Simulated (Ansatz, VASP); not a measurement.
This is a calculation of Co for Ansatz 0.2.0.

File input.yaml:

```yaml
crystal:
  lattice:
    - [2.4719999032, 0.0, 0.0]
    - [-1.2359999516, 2.1408147143, 0.0]
    - [0.0, 0.0, 4.02114408]
  atoms:
    - { symbol: Co, position: [0.6666666667, 0.3333333333, 0.75], spin: 2.0 }
    - { symbol: Co, position: [0.3333333333, 0.6666666667, 0.25], spin: 2.0 }
kpoints:
  mp_grid: { grid: [12, 12, 7] }
scf:
  occupations: { method: gaussian, width: 0.023 }
hamiltonian:
  xc: pbe
  pseudopotentials: { kind: all_electron, lapw: { basis_error: 0.001 } }
magnetization:
  spin_polarized: true
output:
  forces: true
  stress: true
  eigenvalues: true
```

Potentials or basis: all-electron LAPW, scalar-relativistic.

Launch:

```console
$ ansatz run input.yaml --threads 2 --pin off --max-ram 6144MiB --backend cpu --events-out ev --progress --plain --runs-dir out
```

Set up the same calculation for VASP 6.6.1. Potentials there: VASP PAW PBE potentials, release 64 (Co).

As run (the cutoff follows the program's own potentials):

The input INCAR:

```
SYSTEM = Co
ALGO     = Fast           ! electronic algorithm
EDIFF    = 1E-7           ! SCF threshold, eV
ENCUT    = 520            ! plane-wave cutoff, eV
GGA      = PE             ! functional
ISIF     = 2              ! what is computed and relaxed
ISMEAR   = 0              ! smearing method
ISPIN    = 2              ! spin polarisation
LASPH    = .TRUE.         ! aspherical terms in the spheres
LCHARG   = .FALSE.        ! write CHGCAR
LMAXMIX  = 4              ! l up to which the mixer works
LORBIT   = 11             ! projections on sites
LREAL    = .FALSE.        ! projectors in reciprocal space
LWAVE    = .FALSE.        ! write WAVECAR
MAGMOM   = 2 2            ! initial moments
NBANDS   = 20             ! bands
NELM     = 150            ! most SCF steps
PREC     = Accurate       ! precision mode
SIGMA    = 0.023          ! smearing width, eV
```

The input KPOINTS:

```
k-points
0
G
  12 12 7
  0 0 0
```

Contents of POSCAR:

```
Co
1.0
    2.4719999032      0.0000000000      0.0000000000
   -1.2359999516      2.1408147143      0.0000000000
    0.0000000000      0.0000000000      4.0211440800
Co
2
Direct
    0.6666666667      0.3333333333      0.7500000000
    0.3333333333      0.6666666667      0.2500000000
```

Potentials or basis: VASP PAW PBE potentials, release 64 (Co).

The run is started by

```sh
$ cat potpaw_PBE.64/Co/POTCAR > POTCAR
$ mpirun -np 1 vasp_std > vasp.out
```

Both were run:

|  | VASP | Ansatz | Ansatz less VASP |
| --- | --- | --- | --- |
| gap on the k mesh at the Fermi level (eV) | none | none | - |
| pressure (GPa) | 4.0 | 4.6 | +0.64 |
| traceless stress, the component that is largest in VASP (GPa) | -2.15 | -2.24 | -0.089 |
| net moment per atom (μB) | 1.60 | 1.61 | +0.004 |
| size of the moment on the site where the two differ most (μB) | 1.62 | 1.66 | +0.041 |

Site moments also hang on the region over which each program counts them. A gap of «none» marks a metal or a gap that the smearing closes. Ansatz ran all-electron here, and VASP with PAW potentials.
